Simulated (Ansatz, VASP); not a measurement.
## One calculation of Nb, two programs

Contents of INCAR:

```
  PREC = Accurate
  ENCUT = 520
  EDIFF = 1E-7
  ISMEAR = -1
  SIGMA = 0.1
  LREAL = False
  LASPH = True
  NELM = 80
  ALGO = Normal
  ISIF = 2
  LWAVE = False
  LCHARG = True
  GGA = PS
  LELF = True
  LVHAR = True
  NBANDS = 12
```

Contents of KPOINTS:

```
regular mesh
0
Gamma
  16 16 16
```

POSCAR

```
Nb
1.0
   -1.4930579924      1.4930579924      1.4930579924
    1.4930579924     -1.4930579924      1.4930579924
    1.4930579924      1.4930579924     -1.4930579924
Nb
1
Direct
    0.0000000000      0.0000000000      0.0000000000
```

Input for Ansatz:

```yaml
crystal:
  lattice:
    - [-1.4930579924, 1.4930579924, 1.4930579924]
    - [1.4930579924, -1.4930579924, 1.4930579924]
    - [1.4930579924, 1.4930579924, -1.4930579924]
  atoms:
    - { symbol: Nb, position: [0.0, 0.0, 0.0] }
kpoints:
  mp_grid: { grid: [16, 16, 16] }
scf:
  occupations: { method: fermi_dirac, width: 0.1 }
hamiltonian:
  xc: pbesol
  pseudopotentials: { kind: all_electron, lapw: { basis_error: 0.001 } }
output:
  forces: true
  stress: true
  eigenvalues: true
  populations: true
```

Change from the starting cell: volume scaled by 0.76, LAPW.

Alike in both runs: task single point; functional PBEsol; k mesh 16 × 16 × 16; occupations fermi-dirac, width 0.1 eV; no spin polarisation.

```csv
,VASP,Ansatz
version,VASP 6.6.1,Ansatz 0.2.0
potentials or method,"VASP PAW PBE potentials, release 64 (Nb_sv), cutoff 520 eV","all-electron LAPW, scalar-relativistic"
```

```csv
,VASP,Ansatz,Ansatz less VASP
pressure (GPa),81.3,81.3,+0.09
```

VASP's potentials were made for PBE, not for PBEsol. Both programs put the cell under a high pressure, so it lies far from rest at this level. Ansatz ran all-electron here, and VASP with PAW potentials.

Noted on VASP's run: the cell as given lies far from equilibrium.
